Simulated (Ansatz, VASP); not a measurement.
BC5 in VASP and in Ansatz

```
B C
1.0
     0.00000    2.93439    2.93439
     2.93439    0.00000    2.93439
     2.93439    2.93439    0.00000
B C
1 5
Direct
  0.25000 0.25000 0.25000
  0.50000 0.50000 0.50000
  0.84446 0.84446 0.84446
  0.84446 0.84446 0.46662
  0.84446 0.46662 0.84446
  0.46662 0.84446 0.84446
```

Alike in both runs: functional PBE; k mesh 6 × 6 × 6; occupations gaussian, width 0.1 eV; no spin polarisation.

Ansatz relaxed the structure, and its values are those at the end. VASP's run is a single point on that final structure, the one shown.

|  | VASP | Ansatz |
| --- | --- | --- |
| version | VASP 6.6.1 | Ansatz 0.2.0 |
| potentials or method | VASP PAW PBE potentials, release 64 (B_h, C_h), cutoff 1300 eV | scalar-relativistic, plane waves, PAW |
| valence electrons in the cell | 23 | 23 |

```tsv
	VASP	Ansatz	Ansatz less VASP
gap on the k mesh at the Fermi level (eV)	none	none	-
pressure (GPa)	0.3	0.3	0.00
rms of the force components (eV/Å)	0.012	0.020	+0.0081
```

A gap of «none» marks a metal or a gap that the smearing closes. The functional is the same, so the differences come from potentials, cutoffs and numerics.
